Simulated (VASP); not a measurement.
Here is a VASP 6.6.1 calculation.

File INCAR:

```
SYSTEM = SrCl2
PREC = Accurate
ENCUT = 520
EDIFF = 1E-7
ISMEAR = 0
SIGMA = 0.05
LREAL = .False.
LASPH = .True.
NELM = 60
ALGO = Normal
ISIF = 2
LWAVE = .False.
LCHARG = .True.
GGA = CA
LELF = .True.
LVHAR = .True.
NBANDS = 19
```

The input KPOINTS:

```
Automatic mesh
0
Gamma
  6 6 6
  0 0 0
```

File POSCAR:

```
SrCl2
1.0
    0.0000000000      3.6249200000      3.4855000000
    3.6249200000      0.0000000000      3.4855000000
    3.6249200000      3.6249200000      0.0000000000
Sr Cl
1 2
Direct
    0.0000000000      0.0000000000      0.0000000000
    0.2500000000      0.2500000000      0.2500000000
    0.7500000000      0.7500000000      0.7500000000
```

Potentials or basis: VASP PAW LDA potentials, release 64 (Sr_sv, Cl).

Command:

```console
$ cat potpaw_LDA.64/Sr_sv/POTCAR potpaw_LDA.64/Cl/POTCAR > POTCAR
$ mpirun -np 1 vasp_std > vasp.out
```

Problem. What does it give for the pressure?

Solution. -4.7 GPa.

Problem. Estimate the band gap on the k mesh.

Solution. 4.43 eV (least direct gap 4.71 eV).

Stress tensor (GPa, compression positive):
```
-5.25  0.00  0.00
 0.00 -5.25  0.00
 0.00  0.00 -3.50
```

Caveat: the cell differs from its parent crystal (strain +0.040 along x and y, +0.000 along z); the cell stands under tension. A k mesh can miss the band edges.
